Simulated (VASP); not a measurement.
# NaCl (Fm-3m) in VASP: further runs

Runs on NaCl. Level: PBE+D3(BJ). Tasks: single point, relaxation of cell and atoms.

Everything below comes from runs of VASP 6.6.1. Logs are shortened: lines on timing, memory, paths and dates and some standing lists are left out, and cuts for length are marked.

### Step 1. The cell of the first run

It takes space group Fm-3m (No. 225, cubic). The conventional cell has a = 5.604 Å, b = 5.604 Å, c = 5.604 Å, α = 90.00°, β = 90.00°, γ = 90.00°. Within 3.7 Å of Na (site symmetry m-3m) lie 6 Cl at 2.80 Å. Within 3.7 Å of Cl (site symmetry m-3m) lie 6 Na at 2.80 Å.

### Step 2. Single point, PBE+D3(BJ)

Input file INCAR:

```
PREC = Accurate ; ENCUT = 500
EDIFF = 1E-6 ; ISMEAR = 0
SIGMA = 0.1 ; LREAL = F
LASPH = T ; NELM = 120
ALGO = Normal ; ISIF = 2
LWAVE = F ; LCHARG = F
GGA = PE ; IVDW = 12
NBANDS = 14 ; GGA_COMPAT = F
```

Input file KPOINTS:

```
regular mesh
0
Gamma
  6 6 6
```

Input file POSCAR:

```
NaCl
1.0
    0.0000000000      2.8017500000      2.8017500000
    2.8017500000      0.0000000000      2.8017500000
    2.8017500000      2.8017500000      0.0000000000
Na Cl
1 1
Direct
    0.0000000000      0.0000000000      0.0000000000
    0.5000000000      0.5000000000      0.5000000000
```

Potentials or basis: VASP PAW PBE potentials, release 64 (Na_pv, Cl).

The run is started by

```
> cat potpaw_PBE.64/Na_pv/POTCAR potpaw_PBE.64/Cl/POTCAR > POTCAR
> mpirun -np 1 vasp_std > vasp.out
```

OUTCAR:

```text
PREC = Accurate
   ENCUT = 500
   EDIFF = 1E-6
   ISMEAR = 0
   LREAL = F
   LASPH = T
   NELM = 120
   ISIF = 2
   GGA = PE
   IVDW = 12
 IVDW          = 12

 ion  position               nearest neighbor table
   1  0.000  0.000  0.000-
   2  0.500  0.500  0.500-

  LATTYP: Found a face centered cubic cell.
 ALAT       =     5.6035000000

  Lattice vectors:

 A1 = (   0.0000000000,   2.8017500000,   2.8017500000)
 A2 = (   2.8017500000,   0.0000000000,   2.8017500000)
 A3 = (   2.8017500000,   2.8017500000,   0.0000000000)

Analysis of symmetry for initial positions (statically):
=====================================================================
 Subroutine PRICEL returns:
 Original cell was already a primitive cell.

 Routine SETGRP: Setting up the symmetry group for a
 face centered cubic supercell.

 Subroutine GETGRP returns: Found 48 space group operations
 (whereof 48 operations were pure point group operations)
 out of a pool of 48 trial point group operations.

The static configuration has the point symmetry O_h .

Analysis of symmetry for dynamics (positions and initial velocities):
=====================================================================
 Subroutine PRICEL returns:
 Original cell was already a primitive cell.

 Routine SETGRP: Setting up the symmetry group for a
 face centered cubic supercell.

 Subroutine GETGRP returns: Found 48 space group operations
 (whereof 48 operations were pure point group operations)
 out of a pool of 48 trial point group operations.

The dynamic configuration has the point symmetry O_h .

 Subroutine INISYM returns: Found 48 space group operations
 (whereof 48 operations are pure point group operations),
 and found     1 'primitive' translations

----------------------------------------------------------------------------------------

                                     Primitive cell

  volume of cell :      43.9864

  direct lattice vectors                    reciprocal lattice vectors
     0.000000000  2.801750000  2.801750000    -0.178459891  0.178459891  0.178459891
     2.801750000  0.000000000  2.801750000     0.178459891 -0.178459891  0.178459891
     2.801750000  2.801750000  0.000000000     0.178459891  0.178459891 -0.178459891

  length of vectors
     3.962272848  3.962272848  3.962272848     0.309101599  0.309101599  0.309101599

  position of ions in fractional coordinates (direct lattice)
     0.000000000  0.000000000  0.000000000
     0.500000000  0.500000000  0.500000000

  ion indices of the primitive-cell ions
   primitive index   ion index
                 1           1
                 2           2

----------------------------------------------------------------------------------------

 KPOINTS: regular mesh

Automatic generation of k-mesh.
 Grid dimensions read from file:
 generate k-points for:    6    6    6

 Generating k-lattice:

  Cartesian coordinates                     Fractional coordinates (reciprocal lattice)
    -0.029743315  0.029743315  0.029743315     0.166666667  0.000000000  0.000000000
     0.029743315 -0.029743315  0.029743315     0.000000000  0.166666667  0.000000000
     0.029743315  0.029743315 -0.029743315     0.000000000  0.000000000  0.166666667

  Length of vectors
     0.051516933  0.051516933  0.051516933

  Shift w.r.t. Gamma in fractional coordinates (k-lattice)
     0.000000000  0.000000000  0.000000000

 Subroutine IBZKPT returns following result:
 ===========================================

 Found     16 irreducible k-points:

 Following reciprocal coordinates:
            Coordinates               Weight
  0.000000  0.000000  0.000000      1.000000
  0.166667  0.000000  0.000000      8.000000
  0.333333  0.000000  0.000000      8.000000
  0.500000  0.000000  0.000000      4.000000
  0.166667  0.166667  0.000000      6.000000
  0.333333  0.166667  0.000000     24.000000
[... 8 lines left out ...]
 -0.333333  0.333333  0.166667     24.000000
 -0.333333  0.500000  0.166667     12.000000
   k-points           NKPTS =     16   k-points in BZ     NKDIM =     16   number of bands    NBANDS=     14
   number of dos      NEDOS =    301   number of ions     NIONS =      2
   total plane-waves  NPLWV =  27000
   dimension x,y,z NGX =    30 NGY =   30 NGZ =   30
   dimension x,y,z NGXF=    60 NGYF=   60 NGZF=   60
   ions per type =               1   1
   NGX,Y,Z   is equivalent  to a cutoff of  12.59, 12.59, 12.59 a.u.
   NGXF,Y,Z  is equivalent  to a cutoff of  25.17, 25.17, 25.17 a.u.
 SYSTEM =  unknown system
   PREC   = accura    normal or accurate (medium, high low for compatibility)
   ISTART =      0    job   : 0-new  1-cont  2-samecut
   ICHARG =      2    charge: 1-file 2-atom 10-const
   ISPIN  =      1    spin polarized calculation?
   LNONCOLLINEAR =      F non collinear calculations
   LSORBIT =      F    spin-orbit coupling
   LASPH  =      T    aspherical Exc in radial PAW
   ENCUT  =  500.0 eV  36.75 Ry    6.06 a.u.   7.22  7.22  7.22*2*pi/ulx,y,z
   NELM   =    120;   NELMIN=  2; NELMDL= -5     # of ELM steps
   EDIFF  = 0.1E-05   stopping-criterion for ELM
   LREAL  =      F    real-space projection
   EDIFFG = 0.1E-04   stopping-criterion for IOM
   NSW    =      0    number of steps for IOM
   IBRION =     -1    ionic relax: 0-MD 1-quasi-New 2-CG
   NFREE  =      0    steps in history (QN), initial steepest desc. (CG)
   ISIF   =      2    stress and relaxation
   ISYM   =      2    0-nonsym 1-usesym 2-fastsym
   POTIM  = 0.5000    time-step for ionic-motion
   TEBEG  =    0.0;   TEEND  =   0.0 temperature during run
   PSTRESS=    0.0 pullay stress
   NELECT =      14.0000    total number of electrons
   NUPDOWN=      -1.0000    fix difference up-down
   EMIN   =  10.00;   EMAX   =-10.00  energy-range for DOS
   EFERMI =   0.00;   METHOD = LEGACY
   ISMEAR =     0;   SIGMA  =   0.10  broadening in eV -4-tet -1-fermi 0-gaus
   EFERMI_NEDOS =   21; number of points for ismear=-14 and -15
   IALGO  =     38    algorithm
   IMIX   =      4    mixing-type and parameters
     AMIX     =   0.40;   BMIX     =  1.00
     AMIX_MAG =   1.60;   BMIX_MAG =  1.00
  volume/ion in A,a.u.               =      21.99       148.42
  Fermi-wavevector in a.u.,A,eV,Ry     =   1.117750  2.112242 16.998653  1.249366
  Thomas-Fermi vector in A             =   2.254376
   LORBIT       =      0    0 simple, 1 ext, 2 COOP (PROOUT), +10 PAW based schemes
   GGA     = PE    functional components
   LHFCALC =     F    Hartree Fock is set to
   AEXX    =    0.0000 exact exchange contribution
   IVDW    =    12    specifies the selected vdW correction
   LEPSILON=     F    determine dielectric tensor
   LRPA    =     F    only Hartree local field effects (RPA)
 non-spin polarized calculation
 Gauss-broadening in eV      SIGMA  =   0.10
  energy-cutoff  :      500.00
  volume of cell :       43.99
 maximum number of plane-waves:      1139
 NGX is ok and might be reduce to    30
   NGX = 15   NGY = 15   NGZ = 15

 number of electron      14.0000004 magnetization

 Free energy of the ion-electron system (eV)
  ---------------------------------------------------
  ext. energy  EPLUGINS =         0.00000000
  ---------------------------------------------------
  free energy    TOTEN  =        -6.76886723 eV

  energy without entropy =       -6.76886723  energy(sigma->0) =       -6.76886723

 E-fermi :  -0.0744     XC(G=0):  -8.2500

 val. band max:       -0.6174891675   @ k =   0.0000   0.0000   0.0000
 cond. band min:       4.5654482966   @ k =   0.0000   0.0000   0.0000
 fundamental gap:      5.1829374641
 Fermi energy:        -0.0743873382

 k-point     1 :       0.0000    0.0000    0.0000
  band No.  band energies     occupation
      1     -21.3993      2.00000
      2     -21.3993      2.00000
      3     -21.3993      2.00000
      4     -13.3212      2.00000
      5      -0.6175      2.00000
      6      -0.6175      2.00000
      7      -0.6175      2.00000
      8       4.5654      0.00000
      9      10.5224      0.00000
     10      10.5224      0.00000
     11      10.5224      0.00000
     12      12.7087      0.00000
     13      12.7087      0.00000
     14      14.3477      0.00000

 k-point     2 :       0.1667    0.0000    0.0000
  band No.  band energies     occupation
      1     -21.4074      2.00000
      2     -21.3999      2.00000
      3     -21.3999      2.00000
      4     -13.2358      2.00000
      5      -1.2359      2.00000
      6      -0.6894      2.00000
      7      -0.6894      2.00000
      8       5.3896      0.00000
      9       9.7394      0.00000
     10      10.8131      0.00000
     11      10.8131      0.00000
     12      12.3948      0.00000
     13      12.3948      0.00000
     14      15.4738      0.00000

 k-point     3 :       0.3333    0.0000    0.0000
  band No.  band energies     occupation
      1     -21.4234      2.00000
      2     -21.4010      2.00000
      3     -21.4010      2.00000
      4     -13.0574      2.00000
      5      -2.1941      2.00000
      6      -0.8264      2.00000
      7      -0.8264      2.00000
      8       6.4947      0.00000
      9       9.5589      0.00000
     10      10.6342      0.00000
     11      10.6342      0.00000
     12      13.4997      0.00000
     13      13.4997      0.00000
     14      14.7607      0.00000
[... 188 lines left out ...]
 k-point    15 :      -0.3333    0.3333    0.1667
  band No.  band energies     occupation
      1     -21.4210      2.00000
      2     -21.4113      2.00000
      3     -21.4059      2.00000
      4     -12.9140      2.00000
      5      -2.1316      2.00000
      6      -1.6306      2.00000
      7      -1.1672      2.00000
      8       8.3512      0.00000
      9       8.6144      0.00000
     10       9.4278      0.00000
     11      11.3411      0.00000
     12      13.7162      0.00000
     13      15.1627      0.00000
     14      16.1551      0.00000

 k-point    16 :      -0.3333    0.5000    0.1667
  band No.  band energies     occupation
      1     -21.4179      2.00000
      2     -21.4113      2.00000
      3     -21.4098      2.00000
      4     -12.9017      2.00000
      5      -2.0955      2.00000
      6      -1.5559      2.00000
      7      -1.3556      2.00000
      8       7.8404      0.00000
      9       8.2962      0.00000
     10       9.9823      0.00000
     11      11.5607      0.00000
     12      14.7429      0.00000
     13      15.7416      0.00000
     14      15.8506      0.00000

------------------------ aborting loop because EDIFF is reached ----------------------------------------

 Edisp (eV)   -0.43779

 E8    (eV) :    -0.1831

  FORCE on cell =-STRESS in cart. coord.  units (eV):
  Direction    XX          YY          ZZ          XY          YZ          ZX
  --------------------------------------------------------------------------------------
  -------------------------------------------------------------------------------------
  Total      -0.11398    -0.11398    -0.11398     0.00000    -0.00000    -0.00000
  in kB      -4.15157    -4.15157    -4.15157     0.00000    -0.00000    -0.00000
  external pressure =       -4.15 kB  Pullay stress =        0.00 kB

 VOLUME and BASIS-vectors are now :
 -----------------------------------------------------------------------------
  energy-cutoff  :      500.00
  volume of cell :       43.99
      direct lattice vectors                 reciprocal lattice vectors
     0.000000000  2.801750000  2.801750000    -0.178459891  0.178459891  0.178459891
     2.801750000  0.000000000  2.801750000     0.178459891 -0.178459891  0.178459891
     2.801750000  2.801750000  0.000000000     0.178459891  0.178459891 -0.178459891

 POSITION                                       TOTAL-FORCE (eV/Angst)
 -----------------------------------------------------------------------------------
      0.00000      0.00000      0.00000         0.000000      0.000000      0.000000
      2.80175      2.80175      2.80175        -0.000000      0.000000      0.000000
 -----------------------------------------------------------------------------------
    total drift:                               -0.000000      0.000000      0.000000

  FREE ENERGIE OF THE ION-ELECTRON SYSTEM (eV)
  ---------------------------------------------------
  free  energy   TOTEN  =        -7.2066566853 eV

  energy  without entropy=       -7.2066566853  energy(sigma->0) =       -7.20665669
```

It took 8.4 s on 1 thread of Intel Xeon Platinum 8259CL at 2.50GHz (Skylake/Cascade Lake), shared host; peak memory 0.16 GiB.

What came out:

```yaml
Free_energy: -7.2067 eV
Pressure: -0.4 GPa
Band_gap_on_the_k_mesh: 5.18 eV
Dispersion_energy_per_atom: -0.219 eV
```

Levels at points of the mesh, in eV from the valence-band top:
```
           k point  band 3  band 4  band 5  band 6  band 7  band 8  band 9  band 10  band 11  band 12
(0.00, 0.00, 0.00)  -20.78  -12.70    0.00    0.00    0.00    5.18   11.14    11.14    11.14    13.33
(0.50, 0.00, 0.00)  -20.78  -12.35   -1.98   -0.27   -0.27    7.31   10.78    11.02    11.02    15.12
(0.50, 0.50, 0.00)  -20.79  -12.30   -1.71   -0.61   -0.61    7.59    8.06    11.46    14.95    14.95
```

As with any semilocal functional, this PBE gap is likely too small.

(Continued in part 2 of 2.)
